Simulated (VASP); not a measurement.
A run of VASP 6.6.1 is set up as follows.

The input POSCAR:

```
PbSe
1.0
    0.0000000000      3.4232041400      3.4232041400
    3.5358275562      0.0000000000      3.4232041400
    3.5358275562      3.4232041400      0.0000000000
Pb Se
1 1
Direct
    0.0000000000      0.0000000000      0.0000000000
    0.2500000000      0.2500000000      0.2500000000
```

The input INCAR.step1:

```
SYSTEM = PbSe
ALGO = Normal
EDIFF = 1E-5
ENCUT = 400
GGA = PE
GGA_COMPAT = .FALSE.
ISIF = 2
ISMEAR = 0
LASPH = .TRUE.
LCHARG = .FALSE.
LREAL = .FALSE.
LWAVE = .TRUE.
NBANDS = 17
NELM = 120
PREC = Accurate
SIGMA = 0.01
```

The input INCAR.step2:

```
SYSTEM = PbSe
ALGO = Normal
EDIFF = 1E-6
ENCUT = 400
GGA = PE
GGA_COMPAT = .FALSE.
HFSCREEN = 0.2079
ISIF = 2
ISMEAR = 0
ISTART = 1
LASPH = .TRUE.
LCHARG = .FALSE.
LHFCALC = .TRUE.
LREAL = .FALSE.
LWAVE = .FALSE.
NBANDS = 17
NELM = 120
PREC = Accurate
PRECFOCK = Normal
SIGMA = 0.01
```

File KPOINTS:

```
k-points
0
G
  4 4 4
  0 0 0
```

Potentials or basis: VASP PAW PBE potentials, release 64 (Pb_d, Se).

Command:

```bash
$ cat potpaw_PBE.64/Pb_d/POTCAR potpaw_PBE.64/Se/POTCAR > POTCAR
$ cp INCAR.step1 INCAR
$ mpirun -np 1 vasp_std > vasp.out
$ cp INCAR.step2 INCAR
$ mpirun -np 1 vasp_std > vasp.out
```

Task: Estimate the pressure.

Result: -1.0 GPa.

Task: Estimate the band gap on the k mesh.

Result: 1.10 eV (least direct gap 1.66 eV).

Stress tensor (GPa, compression positive):
```
-1.15  0.00  0.00
 0.00 -0.94  0.00
 0.00  0.00 -0.94
```

Caveat: the cell differs from its parent crystal (uniaxial x strain +3.3%); the structure was generated, so it needn't be the stable form of PbSe; the PAW data sets were made with another functional, which shifts forces and pressure a little; spin-orbit coupling is left out, which moves the levels of the heavy elements. A k mesh can miss the band edges.
